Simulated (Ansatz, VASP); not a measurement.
## Two plane-wave programs on SiC

Contents of INCAR:

```
SYSTEM = SiC
ALGO     = Normal         ! electronic algorithm
EDIFF    = 1E-7           ! SCF threshold, eV
ENCUT    = 520            ! plane-wave cutoff, eV
GGA      = PE             ! functional
ISIF     = 2              ! what is computed and relaxed
ISMEAR   = 0              ! smearing method
LASPH    = .True.         ! aspherical terms in the spheres
LCHARG   = .False.        ! write CHGCAR
LREAL    = Auto         
LWAVE    = .False.        ! write WAVECAR
NBANDS   = 46             ! bands
NELM     = 80             ! most SCF steps
PREC     = Accurate       ! precision mode
SIGMA    = 0.05           ! smearing width, eV
```

Contents of KPOINTS:

```
k-points
0
Gamma
  9 5 3
  0 0 0
```

File POSCAR:

```
SiC
1.0
    1.5458832036     -2.6775482513      0.0000000000
    0.0000000000      0.0000000000     -5.0740211774
   14.4714516448      8.3550965024      0.0000000000
Si C
8 8
Direct
    0.5000000000      0.9954364687      0.5341147666
    0.0000000000      0.9954364687      0.0534114766
    0.5000000000      0.9954364687      0.2136459066
    0.0000000000      0.9954364687      0.3738803366
    0.0000000000      0.4954364687      0.5875262433
    0.5000000000      0.4954364687      0.1068229534
    0.0000000000      0.4954364687      0.2670573833
    0.5000000000      0.4954364687      0.4272918133
    0.5000000000      0.6195635313      0.5341147666
    0.0000000000      0.6195635313      0.0534114766
    0.5000000000      0.6195635313      0.2136459066
    0.0000000000      0.6195635313      0.3738803366
    0.0000000000      0.1195635313      0.5875262433
    0.5000000000      0.1195635313      0.1068229534
    0.0000000000      0.1195635313      0.2670573833
    0.5000000000      0.1195635313      0.4272918133
```

Input for Ansatz:

```yaml
crystal:
  lattice:
    - [1.5458832036, -2.6775482513, 0.0]
    - [0.0, 0.0, -5.0740211774]
    - [14.4714516448, 8.3550965024, 0.0]
  atoms:
    - { symbol: Si, position: [0.5, 0.9954364687, 0.5341147666] }
    - { symbol: Si, position: [0.0, 0.9954364687, 0.0534114766] }
    - { symbol: Si, position: [0.5, 0.9954364687, 0.2136459066] }
    - { symbol: Si, position: [0.0, 0.9954364687, 0.3738803366] }
    - { symbol: Si, position: [0.0, 0.4954364687, 0.5875262433] }
    - { symbol: Si, position: [0.5, 0.4954364687, 0.1068229534] }
    - { symbol: Si, position: [0.0, 0.4954364687, 0.2670573833] }
    - { symbol: Si, position: [0.5, 0.4954364687, 0.4272918133] }
    - { symbol: C, position: [0.5, 0.6195635313, 0.5341147666] }
    - { symbol: C, position: [0.0, 0.6195635313, 0.0534114766] }
    - { symbol: C, position: [0.5, 0.6195635313, 0.2136459066] }
    - { symbol: C, position: [0.0, 0.6195635313, 0.3738803366] }
    - { symbol: C, position: [0.0, 0.1195635313, 0.5875262433] }
    - { symbol: C, position: [0.5, 0.1195635313, 0.1068229534] }
    - { symbol: C, position: [0.0, 0.1195635313, 0.2670573833] }
    - { symbol: C, position: [0.5, 0.1195635313, 0.4272918133] }
basis:
  ecutwfc: 420
kpoints:
  mp_grid: { grid: [9, 5, 3] }
hamiltonian:
  xc: pbe
scf:
  occupations: { method: gaussian, width: 0.05 }
output:
  forces: true
  stress: true
  eigenvalues: true
```

Alike in both runs: task single point; functional PBE; k mesh 9 × 5 × 3; occupations gaussian, width 0.05 eV; no spin polarisation.

|  | VASP | Ansatz |
| --- | --- | --- |
| version | VASP 6.6.1 | Ansatz 0.2.0 |
| potentials or method | VASP PAW PBE potentials, release 64 (Si, C), cutoff 520 eV | scalar-relativistic, plane waves, PAW |
| valence electrons in the cell | 64 | 64 |

VASP gave:

| Item | Value |
| --- | --- |
| gap on the k mesh at the Fermi level (eV) | 0.52 |
| least direct gap on the mesh (eV) | 0.54 |
| rms of the force components (eV/Å) | 0.924 |

Q: What did Ansatz give for the same quantities?

A: gap on the k mesh at the Fermi level (eV): 0.53; least direct gap on the mesh (eV): 0.55; rms of the force components (eV/Å): 0.927.

Atom by atom the forces differ by 0.006 eV/Å (rms over components).
